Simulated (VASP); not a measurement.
# BaTiO3 (P4/mmm) in VASP: a series of runs

BaTiO3 is run at these levels: PBEsol; tasks: single point.

Everything below comes from runs of VASP 6.6.1. Logs are shortened: lines on timing, memory, paths and dates and some standing lists are left out, and cuts for length are marked.

### Step 1. The cell of the first run

Symmetry: P4/mmm, No. 123, tetragonal system. The conventional cell has a = 4.026 Å, b = 4.026 Å, c = 4.045 Å, α = 90.00°, β = 90.00°, γ = 90.00°. Within 3.8 Å of Ba (site symmetry 4/mmm) lie 12 O at 2.85 Å and 8 Ti at 3.49 Å. Within 2.7 Å of Ti (site symmetry 4/mmm) lie 6 O at 2.01 to 2.02 Å. Within 2.7 Å of O (site symmetry 4/mmm) lie 2 Ti at 2.02 Å. Within 2.7 Å of O (site symmetry mmm) lie 2 Ti at 2.01 Å.

### Step 2. Single point, PBEsol (volume scaled by 1.02)

File INCAR:

```
SYSTEM = BaTiO3
  ALGO = Normal
  EDIFF = 1E-7
  ENCUT = 520
  GGA = PS
  ISIF = 2
  ISMEAR = -1
  LASPH = .TRUE.
  LCHARG = .FALSE.
  LREAL = .FALSE.
  LWAVE = .FALSE.
  NBANDS = 28
  NELM = 100
  PREC = Accurate
  SIGMA = 0.03
```

File KPOINTS:

```
k-points
0
G
  7 7 7
  0 0 0
```

File POSCAR:

```
BaTiO3
1.0
    4.0262895137      0.0000000000      0.0000000000
    0.0000000000      4.0262895137      0.0000000000
    0.0000000000      0.0000000000      4.0446100470
Ba Ti O
1 1 3
Direct
    0.0000000000      0.0000000000      0.0000000000
    0.5000000000      0.5000000000      0.5000000000
    0.5000000000      0.5000000000      0.0000000000
    0.5000000000      0.0000000000      0.5000000000
    0.0000000000      0.5000000000      0.5000000000
```

Potentials or basis: VASP PAW PBE potentials, release 64 (Ba_sv, Ti_sv, O).

Command:

```
$ cat potpaw_PBE.64/Ba_sv/POTCAR potpaw_PBE.64/Ti_sv/POTCAR potpaw_PBE.64/O/POTCAR > POTCAR
$ mpirun -np 1 vasp_std > vasp.out
```

OUTCAR:

```text
SYSTEM = BaTiO3
   EDIFF = 1E-7
   ENCUT = 520
   GGA = PS
   ISIF = 2
   ISMEAR = -1
   LASPH = .TRUE.
   LREAL = .FALSE.
   NELM = 100
   PREC = Accurate

 ion  position               nearest neighbor table
   1  0.000  0.000  0.000-   3 2.85   3 2.85   3 2.85   3 2.85   5 2.85   4 2.85   5 2.85   5 2.85
                             5 2.85   4 2.85   4 2.85   4 2.85   2 3.49   2 3.49   2 3.49   2 3.49
   2  0.500  0.500  0.500-   4 2.01   5 2.01   4 2.01   5 2.01   3 2.02   3 2.02   1 3.49   1 3.49
                             1 3.49   1 3.49   1 3.49   1 3.49   1 3.49   1 3.49
   3  0.500  0.500  0.000-   2 2.02   2 2.02   1 2.85   1 2.85   1 2.85   1 2.85
   4  0.500  0.000  0.500-   2 2.01   2 2.01   1 2.85   1 2.85   1 2.85   1 2.85
   5  0.000  0.500  0.500-   2 2.01   2 2.01   1 2.85   1 2.85   1 2.85   1 2.85

  LATTYP: Found a simple tetragonal cell.
 ALAT       =     4.0262895137
 C/A-ratio  =     1.0045502275

  Lattice vectors:

 A1 = (   4.0262895137,   0.0000000000,   0.0000000000)
 A2 = (   0.0000000000,   4.0262895137,   0.0000000000)
 A3 = (   0.0000000000,   0.0000000000,   4.0446100470)

Analysis of symmetry for initial positions (statically):
=====================================================================
 Subroutine PRICEL returns:
 Original cell was already a primitive cell.

 Routine SETGRP: Setting up the symmetry group for a
 simple tetragonal supercell.

 Subroutine GETGRP returns: Found 16 space group operations
 (whereof 16 operations were pure point group operations)
 out of a pool of 16 trial point group operations.

The static configuration has the point symmetry D_4h.

Analysis of symmetry for dynamics (positions and initial velocities):
=====================================================================
 Subroutine PRICEL returns:
 Original cell was already a primitive cell.

 Routine SETGRP: Setting up the symmetry group for a
 simple tetragonal supercell.

 Subroutine GETGRP returns: Found 16 space group operations
 (whereof 16 operations were pure point group operations)
 out of a pool of 16 trial point group operations.

The dynamic configuration has the point symmetry D_4h.

 Subroutine INISYM returns: Found 16 space group operations
 (whereof 16 operations are pure point group operations),
 and found     1 'primitive' translations

----------------------------------------------------------------------------------------

                                     Primitive cell

  volume of cell :      65.5672

  direct lattice vectors                    reciprocal lattice vectors
     4.026289514  0.000000000  0.000000000     0.248367634  0.000000000  0.000000000
     0.000000000  4.026289514  0.000000000     0.000000000  0.248367634  0.000000000
     0.000000000  0.000000000  4.044610047     0.000000000  0.000000000  0.247242624

  length of vectors
     4.026289514  4.026289514  4.044610047     0.248367634  0.248367634  0.247242624

  position of ions in fractional coordinates (direct lattice)
     0.000000000  0.000000000  0.000000000
     0.500000000  0.500000000  0.500000000
     0.500000000  0.500000000  0.000000000
     0.500000000  0.000000000  0.500000000
     0.000000000  0.500000000  0.500000000

  ion indices of the primitive-cell ions
   primitive index   ion index
                 1           1
                 2           2
                 3           3
                 4           4
                 5           5

----------------------------------------------------------------------------------------

 KPOINTS: k-points

Automatic generation of k-mesh.
 Grid dimensions read from file:
 generate k-points for:    7    7    7

 Generating k-lattice:

  Cartesian coordinates                     Fractional coordinates (reciprocal lattice)
     0.035481091  0.000000000  0.000000000     0.142857143  0.000000000  0.000000000
     0.000000000  0.035481091  0.000000000     0.000000000  0.142857143  0.000000000
     0.000000000  0.000000000  0.035320375     0.000000000  0.000000000  0.142857143

  Length of vectors
     0.035481091  0.035481091  0.035320375

  Shift w.r.t. Gamma in fractional coordinates (k-lattice)
     0.000000000  0.000000000  0.000000000

 Subroutine IBZKPT returns following result:
 ===========================================

 Found     40 irreducible k-points:

 Following reciprocal coordinates:
            Coordinates               Weight
  0.000000  0.000000  0.000000      1.000000
  0.142857  0.000000  0.000000      4.000000
  0.285714  0.000000  0.000000      4.000000
  0.428571  0.000000  0.000000      4.000000
  0.142857  0.142857  0.000000      4.000000
  0.285714  0.142857  0.000000      8.000000
[... 16 lines left out ...]
  0.285714  0.000000  0.285714      8.000000
  0.428571  0.000000  0.285714      8.000000
 [... further k-points ...]
   k-points           NKPTS =     40   k-points in BZ     NKDIM =     40   number of bands    NBANDS=     28
   number of dos      NEDOS =    301   number of ions     NIONS =      5
   total plane-waves  NPLWV =  27000
   dimension x,y,z NGX =    30 NGY =   30 NGZ =   30
   dimension x,y,z NGXF=    60 NGYF=   60 NGZF=   60
   ions per type =               1   1   3
   NGX,Y,Z   is equivalent  to a cutoff of  12.39, 12.39, 12.33 a.u.
   NGXF,Y,Z  is equivalent  to a cutoff of  24.77, 24.77, 24.66 a.u.
 SYSTEM =  BaTiO3
   PREC   = accura    normal or accurate (medium, high low for compatibility)
   ISTART =      0    job   : 0-new  1-cont  2-samecut
   ICHARG =      2    charge: 1-file 2-atom 10-const
   ISPIN  =      1    spin polarized calculation?
   LNONCOLLINEAR =      F non collinear calculations
   LSORBIT =      F    spin-orbit coupling
   LASPH  =      T    aspherical Exc in radial PAW
   ENCUT  =  520.0 eV  38.22 Ry    6.18 a.u.   7.49  7.49  7.52*2*pi/ulx,y,z
   NELM   =    100;   NELMIN=  2; NELMDL= -5     # of ELM steps
   EDIFF  = 0.1E-06   stopping-criterion for ELM
   LREAL  =      F    real-space projection
   EDIFFG = 0.1E-05   stopping-criterion for IOM
   NSW    =      0    number of steps for IOM
   IBRION =     -1    ionic relax: 0-MD 1-quasi-New 2-CG
   NFREE  =      0    steps in history (QN), initial steepest desc. (CG)
   ISIF   =      2    stress and relaxation
   ISYM   =      2    0-nonsym 1-usesym 2-fastsym
   POTIM  = 0.5000    time-step for ionic-motion
   TEBEG  =    0.0;   TEEND  =   0.0 temperature during run
   PSTRESS=    0.0 pullay stress
   NELECT =      40.0000    total number of electrons
   NUPDOWN=      -1.0000    fix difference up-down
   EMIN   =  10.00;   EMAX   =-10.00  energy-range for DOS
   EFERMI =   0.00;   METHOD = LEGACY
   ISMEAR =    -1;   SIGMA  =   0.03  broadening in eV -4-tet -1-fermi 0-gaus
   EFERMI_NEDOS =   21; number of points for ismear=-14 and -15
   IALGO  =     38    algorithm
   IMIX   =      4    mixing-type and parameters
     AMIX     =   0.40;   BMIX     =  1.00
     AMIX_MAG =   1.60;   BMIX_MAG =  1.00
  volume/ion in A,a.u.               =      13.11        88.49
  Fermi-wavevector in a.u.,A,eV,Ry     =   1.388458  2.623804 26.229507  1.927814
  Thomas-Fermi vector in A             =   2.512582
   LORBIT       =      0    0 simple, 1 ext, 2 COOP (PROOUT), +10 PAW based schemes
   GGA     = PS    functional components
   LHFCALC =     F    Hartree Fock is set to
   AEXX    =    0.0000 exact exchange contribution
   IVDW    =     0    specifies the selected vdW correction
   LEPSILON=     F    determine dielectric tensor
   LRPA    =     F    only Hartree local field effects (RPA)
 non-spin polarized calculation
  energy-cutoff  :      520.00
  volume of cell :       65.57
 maximum number of plane-waves:      1791
 NGX is ok and might be reduce to    30
   NGX = 15   NGY = 15   NGZ = 15

 number of electron      39.9999977 magnetization

 Free energy of the ion-electron system (eV)
  ---------------------------------------------------
  ext. energy  EPLUGINS =         0.00000000
  ---------------------------------------------------
  free energy    TOTEN  =       -41.93943685 eV

  energy without entropy =      -41.93943685  energy(sigma->0) =      -41.93943685

 E-fermi :   4.2933     XC(G=0): -11.4004

 val. band max:        3.4602806265   @ k =   0.4286   0.4286   0.4286
 cond. band min:       5.1740139216   @ k =   0.0000   0.0000   0.0000
 fundamental gap:      1.7137332951
 Fermi energy:         4.2932667837

 k-point     1 :       0.0000    0.0000    0.0000
  band No.  band energies     occupation
      1     -52.9438      2.00000
      2     -29.2555      2.00000
      3     -29.2555      2.00000
      4     -29.2539      2.00000
      5     -21.2901      2.00000
      6     -13.2449      2.00000
[... 20 lines left out ...]
     27       8.4342      0.00000
     28      10.4645      0.00000

 k-point     2 :       0.1429    0.0000    0.0000
  band No.  band energies     occupation
      1     -52.9436      2.00000
      2     -29.2647      2.00000
      3     -29.2551      2.00000
      4     -29.2535      2.00000
      5     -21.2698      2.00000
      6     -13.2503      2.00000
[... 20 lines left out ...]
     27       8.8179      0.00000
     28      10.9562      0.00000

 k-point     3 :       0.2857    0.0000    0.0000
  band No.  band energies     occupation
      1     -52.9432      2.00000
      2     -29.2854      2.00000
      3     -29.2543      2.00000
      4     -29.2527      2.00000
      5     -21.2236      2.00000
      6     -13.3245      2.00000
[... 20 lines left out ...]
     27       9.7899      0.00000
     28      11.6898      0.00000

 k-point     4 :       0.4286    0.0000    0.0000
  band No.  band energies     occupation
      1     -52.9429      2.00000
      2     -29.3018      2.00000
      3     -29.2537      2.00000
      4     -29.2521      2.00000
      5     -21.1857      2.00000
      6     -13.4213      2.00000
[... 578 lines left out ...]
     27      10.1639      0.00000
     28      11.9767      0.00000

 k-point    23 :       0.2857    0.0000    0.2857
  band No.  band energies     occupation
      1     -52.9427      2.00000
      2     -29.2839      2.00000
      3     -29.2805      2.00000
      4     -29.2533      2.00000
      5     -21.1726      2.00000
      6     -13.1695      2.00000
[... 20 lines left out ...]
     27      11.1681      0.00000
     28      11.8646      0.00000

 k-point    24 :       0.4286    0.0000    0.2857
  band No.  band energies     occupation
      1     -52.9424      2.00000
      2     -29.3000      2.00000
      3     -29.2796      2.00000
      4     -29.2526      2.00000
      5     -21.1427      2.00000
      6     -13.1301      2.00000
[... 20 lines left out ...]
     27      11.7754      0.00000
     28      12.2003      0.00000

 [... further k-points ...]
[... 5 lines left out ...]
  --------------------------------------------------------------------------------------
  -------------------------------------------------------------------------------------
  Total       -2.3197939     -2.3197939     -2.6356981      0.0000000      0.0000000      0.0000000
  in kB      -56.6856761    -56.6856761    -64.4050006      0.0000000      0.0000000      0.0000000
  external PRESSURE =     -59.2587843 kB  Pullay stress =       0.0000000 kB

 VOLUME and BASIS-vectors are now :
 -----------------------------------------------------------------------------
  energy-cutoff  :      520.00
  volume of cell :       65.57
      direct lattice vectors                 reciprocal lattice vectors
     4.026289514  0.000000000  0.000000000     0.248367634  0.000000000  0.000000000
     0.000000000  4.026289514  0.000000000     0.000000000  0.248367634  0.000000000
     0.000000000  0.000000000  4.044610047     0.000000000  0.000000000  0.247242624

 POSITION                                       TOTAL-FORCE (eV/Angst)
 -----------------------------------------------------------------------------------
      0.00000      0.00000      0.00000         0.000000      0.000000      0.000000
      2.01314      2.01314      2.02231         0.000000      0.000000      0.000000
      2.01314      2.01314      0.00000         0.000000      0.000000      0.000000
      2.01314      0.00000      2.02231         0.000000      0.000000      0.000000
      0.00000      2.01314      2.02231         0.000000      0.000000      0.000000
 -----------------------------------------------------------------------------------
    total drift:                                0.000000      0.000000     -0.000000

  FREE ENERGIE OF THE ION-ELECTRON SYSTEM (eV)
  ---------------------------------------------------
  free  energy   TOTEN  =       -41.9394368466 eV

  energy  without entropy=      -41.9394368466  energy(sigma->0) =      -41.93943685
```

Wall time 2.5 min (1 thread of AMD EPYC 7R13, shared host); peak memory 0.19 GiB.

What came out:

| Quantity | Value |
| --- | --- |
| Free energy | -41.9394 eV |
| Pressure | -5.9 GPa |
| Band gap on the k mesh | 1.71 eV, indirect (least direct gap 1.82 eV) |

Caveat: the PAW data sets were made with another functional, which shifts forces and pressure a little; spin-orbit coupling is left out, which moves the levels of the heavy elements. A k mesh can miss the band edges.

### Step 3. Single point, PBEsol (zz strain of +2 %)

File INCAR:

```
ALGO     = Normal         # electronic algorithm
EDIFF    = 1E-6           # SCF threshold, eV
ENCUT    = 520            # plane-wave cutoff, eV
GGA      = PS             # functional
ISIF     = 2              # what is computed and relaxed
ISMEAR   = -1             # smearing method
LASPH    = T              # aspherical terms in the spheres
LCHARG   = T              # write CHGCAR
LELF     = T              # ELF
LREAL    = F              # projectors in reciprocal space
LVHAR    = T            
LWAVE    = F              # write WAVECAR
NBANDS   = 28             # bands
NELM     = 100            # most SCF steps
PREC     = Accurate       # precision mode
SIGMA    = 0.03           # smearing width, eV
```

File KPOINTS:

```
k-points
0
Gamma
  7 7 7
```

POSCAR, as its differences from that of step 2:

```diff
@@ -2,5 +2,5 @@
 1.0
-    4.0262895137      0.0000000000      0.0000000000
-    0.0000000000      4.0262895137      0.0000000000
-    0.0000000000      0.0000000000      4.0446100470
+    3.9998000000      0.0000000000      0.0000000000
+    0.0000000000      3.9998000000      0.0000000000
+    0.0000000000      0.0000000000      4.0983600000
 Ba Ti O
```

Potentials or basis: VASP PAW PBE potentials, release 64 (Ba_sv, Ti_sv, O).

Command:

```
$ cat potpaw_PBE.64/Ba_sv/POTCAR potpaw_PBE.64/Ti_sv/POTCAR potpaw_PBE.64/O/POTCAR > POTCAR
$ mpirun -np 1 vasp_std > vasp.out
```

It took 2.7 min on 1 thread of AMD EPYC 7R13, shared host; peak memory 0.19 GiB.

The run converged. Its results:

```
Free energy            : -41.9264 eV
Pressure               : -5.8 GPa
Band gap on the k mesh : 1.70 eV, indirect (least direct gap 1.80 eV)
```

Stress tensor (GPa, compression positive):
```
-4.44  0.00  0.00
 0.00 -4.44  0.00
 0.00  0.00 -8.48
```

Levels at points of the mesh, in eV from the valence-band top:
```
           k point  band 17  band 18  band 19  band 20  band 21  band 22  band 23  band 24
(0.00, 0.00, 0.00)    -0.99    -0.13    -0.10    -0.10     1.70     1.70     1.74     3.74
```

Caveat: the cell differs from its parent crystal (zz strain of +2 %); the PAW data sets were made with another functional, which shifts forces and pressure a little; spin-orbit coupling is left out, which moves the levels of the heavy elements.

[end of part 1 of 2]
